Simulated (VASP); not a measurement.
Bi2Se3 (Paraguanajuatite):

```
Bi Se
1.0
     2.07150    1.19598    9.54533
    -2.07150    1.19598    9.54533
     0.00000   -2.39196    9.54533
Bi Se
2 3
Cartesian
  0.0000 0.0000 11.4773
  0.0000 0.0000 17.1587
  0.0000 0.0000 0.0000
  0.0000 0.0000 6.0622
  0.0000 0.0000 22.5738
```

Base run:

* Program: VASP 6.6.1
* Functional: revPBE
* Potentials or basis: VASP PAW PBE potentials, release 64 (Bi_d, Se)
* Cutoff: 520 eV
* k mesh: 6 × 6 × 6
* Occupations: gaussian, width 0.01 eV
* Spin: no spin polarisation

Its results: band gap on the k mesh 0.27 eV, direct; pressure 3.8 GPa; largest force 0.192 eV/Å.

**Question.** The run is repeated on the same cell with these changes: functional from revPBE to PBE. What comes out?

**Answer.** Band gap on the k mesh 0.22 eV, direct; pressure 2.5 GPa; largest force 0.192 eV/Å.

PBE binds more tightly than revPBE, so the same cell stands under less pressure.

Caveats: spin-orbit coupling is left out, which moves the levels of the heavy elements; the PAW data sets were made with another functional, which shifts forces and pressure a little (some runs).

A k mesh can miss the band edges.
